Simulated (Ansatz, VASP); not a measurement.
H11C2NO4: VASP beside Ansatz

```
CELL_PARAMETERS angstrom
5.91548 0.00000 0.00000
0.00000 5.91548 0.00000
0.00000 0.00000 5.91548
ATOMIC_POSITIONS crystal
O 0.68147 0.42370 0.89234
O 0.06770 0.98516 0.86307
O 0.66686 0.25207 0.36962
O 0.06513 0.37464 0.14598
H 0.58531 0.38977 0.02189
H 0.64231 0.57857 0.84562
H 0.12856 0.83340 0.88128
H 0.90831 0.95946 0.82403
H 0.82438 0.29251 0.33154
H 0.65311 0.28215 0.53090
H 0.93856 0.41568 0.04224
H 0.11482 0.23249 0.07566
H 0.27043 0.65265 0.33031
H 0.21020 0.94859 0.36269
H 0.44815 0.86110 0.19822
C 0.34531 0.82191 0.34898
C 0.48621 0.83402 0.54636
N 0.60040 0.84249 0.70598
```

Alike in both runs: functional PBE; dispersion D3(BJ); k mesh 1 × 1 × 1; occupations fermi-dirac, width 0.02 eV; no spin polarisation.

Ansatz relaxed the structure, and its values are those at the end. VASP's run is a single point on that final structure, the one shown.

```csv
,VASP,Ansatz
version,VASP 6.6.1,Ansatz 0.2.0
potentials or method,"VASP PAW PBE potentials, release 64 (O, H, C, N), cutoff 520 eV","scalar-relativistic, plane waves, PAW"
valence electrons in the cell,48,48
```

Ansatz gave:

| Item | Value |
| --- | --- |
| gap on the k mesh at the Fermi level (eV) | 4.91 |
| rms of the force components (eV/Å) | 0.068 |

Q: What did VASP give for the same quantities?

A: gap on the k mesh at the Fermi level (eV): 4.90; rms of the force components (eV/Å): 0.090.

Ansatz's warnings: xc potential rough in thin density.

Noted on VASP's run: the standard files for N, O and F lose accuracy on very short bonds.
